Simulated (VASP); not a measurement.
FePt, 2 atoms in the cell. It takes space group P4/mmm (No. 123, tetragonal). Conventional cell: a = 2.669 Å, b = 2.669 Å, c = 3.663 Å, α = 90.00°, β = 90.00°, γ = 90.00°. Pt (site symmetry 4/mmm) has 8 Fe at 2.63 Å and 4 Pt at 2.67 Å within 3.5 Å. Fe (site symmetry 4/mmm) has 8 Pt at 2.63 Å and 4 Fe at 2.67 Å within 3.5 Å. 

* Program: VASP 6.6.1
* Task: single point
* Functional: LDA
* Potentials or basis: VASP PAW LDA potentials, release 64 (Pt, Fe)
* Cutoff: 600 eV
* k mesh: 10 × 10 × 7
* Occupations: fermi-dirac, width 0.05 eV
* Spin: collinear spin, ferromagnetic start
* Starting moments: [0.0, 3.0] μB
* Dipole correction: no
* Further INCAR settings: ALGO = Normal; EDIFF = 1e-06; NBANDS = 20

Potentials or basis: VASP PAW LDA potentials, release 64 (Pt, Fe).

Launch:

```bash
$ cat potpaw_LDA.64/Pt/POTCAR potpaw_LDA.64/Fe/POTCAR > POTCAR
$ mpirun -np 1 vasp_std > vasp.out
```

Hardware: 1 thread of Intel(R) Xeon(R) 6975P-C (Granite Rapids), with other jobs on the host.

Problem. Estimate the wall time of this run.

Solution. Wall time 34 s on 1 thread of Intel(R) Xeon(R) 6975P-C (Granite Rapids), with other jobs on the host, peak memory 0.21 GiB. Counts: scf iterations 15, k points 84.
